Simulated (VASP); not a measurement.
Write the native input for VASP 6.6.1 that does the following.

| Property | Result |
| --- | --- |
| Task | single point |
| Functional | PBEsol |
| Potentials or basis | VASP PAW PBE potentials, release 64 (Ge_d, Ga_d) |
| Cutoff | 520 eV |
| k mesh | 6 × 6 × 6 |
| Occupations | fermi-dirac, width 0.05 eV |
| Spin | no spin polarisation |
| Dipole correction | no |
| Further INCAR settings | ALGO = Normal; EDIFF = 1e-07; NBANDS = 36 |

The structure of GaGe3 lies in POSCAR:

```
GaGe3
1.0
    4.1911258602      0.0000000000      0.0000000000
    0.0000000000      4.1911258602      0.0000000000
    0.0000000000      0.0000000000      4.1911258602
Ge Ga
3 1
Direct
    0.5000000000      0.5000000000      0.0000000000
    0.5000000000      0.0000000000      0.5000000000
    0.0000000000      0.5000000000      0.5000000000
    0.0000000000      0.0000000000      0.0000000000
```

These files were run (other wordings do the same):

INCAR

```
PREC     = Accurate       # precision mode
ENCUT    = 520            # plane-wave cutoff, eV
EDIFF    = 1E-7           # SCF threshold, eV
ISMEAR   = -1             # smearing method
SIGMA    = 0.05           # smearing width, eV
LREAL    = False          # projectors in reciprocal space
LASPH    = True           # aspherical terms in the spheres
NELM     = 100            # most SCF steps
ALGO     = Normal         # electronic algorithm
ISIF     = 2              # what is computed and relaxed
LWAVE    = False          # write WAVECAR
LCHARG   = False          # write CHGCAR
GGA      = PS             # functional
NBANDS   = 36             # bands
```

KPOINTS

```
Automatic mesh
0
Gamma
  6 6 6
```

Potentials or basis: VASP PAW PBE potentials, release 64 (Ge_d, Ga_d).

The run is started by

```console
$ cat potpaw_PBE.64/Ge_d/POTCAR potpaw_PBE.64/Ga_d/POTCAR > POTCAR
$ mpirun -np 1 vasp_std > vasp.out
```

It gave:

```yaml
Pressure: 0.3 GPa
```

Caveat: the PAW data sets were made with another functional, which shifts forces and pressure a little.

Run time: 19 s on 1 thread of AMD EPYC 9R45 96-Core Processor (Zen 5), on a shared host, peak memory 0.16 GiB.
